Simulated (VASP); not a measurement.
Runs of VASP 6.6.1 on BeTe. The structure is that of space group F-43m (No. 216), or close to it. The cells are those of the table. 

```tsv
cell	gap on the mesh (eV)	pressure (GPa)
a = 3.984, b = 3.984, c = 3.968 Å, angles 59.9, 59.9, 90.0°, 2 atoms	1.77	-0.2
a = 3.884, b = 3.884, c = 3.956 Å, angles 60.6, 60.6, 90.0°, 2 atoms	1.60	1.8
a = 3.984, b = 3.984, c = 3.965 Å, angles 59.8, 59.8, 90.0°, 2 atoms	1.75	-0.1
a = 3.944, b = 3.944, c = 3.962 Å, angles 60.1, 60.1, 90.0°, 2 atoms	1.77	0.6
a = 3.884, b = 3.884, c = 3.948 Å, angles 60.5, 60.5, 90.0°, 2 atoms	(b)	2.1
a = 4.003, b = 4.003, c = 3.972 Å, angles 59.7, 59.7, 90.0°, 2 atoms	1.73	-0.6
a = 3.924, b = 3.924, c = 3.956 Å, angles 60.3, 60.3, 90.0°, 2 atoms	1.72	1.1
a = 3.924, b = 3.924, c = 3.960 Å, angles 60.3, 60.3, 90.0°, 2 atoms	1.71	(a)
```

Alike in all rows: task single point; level PBEsol; potentials or basis VASP PAW PBE potentials, release 64 (Be, Te); no spin polarisation; k mesh 8 × 8 × 8; cutoff (eV) 520; smearing gaussian 0.01 eV.

Task: Fill in the values left out.

Result: (a) 1.0; (b) 1.61.

Caveats: the PAW data sets were made with another functional, which shifts forces and pressure a little; spin-orbit coupling is left out, which moves the levels of the heavy elements.

A k mesh can miss the band edges, and the runs leave out spin-orbit coupling on Te.
